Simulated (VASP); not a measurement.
# KF: single point with r2SCAN

The system is KF.

```
CELL_PARAMETERS angstrom
0.00000 2.65896 2.65896
2.67226 0.00000 2.65896
2.67226 2.65896 0.00000
ATOMIC_POSITIONS crystal
K 0.00000 0.00000 0.00000
F 0.50000 0.50000 0.50000
```

This cell differs from its parent crystal: uniaxial x strain +0.5%.

* Program: VASP 6.6.1
* Task: single point
* Functional: r2SCAN
* Potentials or basis: VASP PAW PBE potentials, release 64 (K_sv, F)
* Cutoff: 520 eV
* k mesh: 8 × 8 × 8
* Occupations: gaussian, width 0.01 eV
* Spin: no spin polarisation
* Dipole correction: no
* Further INCAR settings: ALGO = Normal; EDIFF = 1e-06; NBANDS = 15

```yaml
Pressure: -0.2 GPa
Band_gap_on_the_k_mesh: 6.88 eV, direct
```

Stress tensor (GPa, compression positive):
```
-0.41  0.00  0.00
 0.00 -0.10  0.00
 0.00  0.00 -0.10
```

Levels at points of the mesh, in eV from the valence-band top:
```tsv
k point	band 5	band 6	band 7	band 8	band 9	band 10	band 11	band 12
(0.00, 0.00, 0.00)	-9.58	-0.01	0.00	0.00	6.88	11.46	11.49	11.49
(0.50, 0.00, 0.00)	-9.61	-0.78	-0.35	-0.35	9.72	11.32	12.95	12.98
(0.50, 0.50, 0.00)	-9.79	-0.20	-0.06	-0.05	8.76	11.28	12.52	14.68
(0.00, 0.50, 0.50)	-9.79	-0.21	-0.05	-0.05	8.78	11.27	12.47	14.68
```

Run time: 54 s on 1 thread of Intel(R) Xeon(R) 6975P-C (Granite Rapids), with other jobs on the host, peak memory 0.18 GiB.

Caveat: the cell differs from its parent crystal (uniaxial x strain +0.5%); the PAW data sets were made with another functional, which shifts forces and pressure a little. A k mesh can miss the band edges.
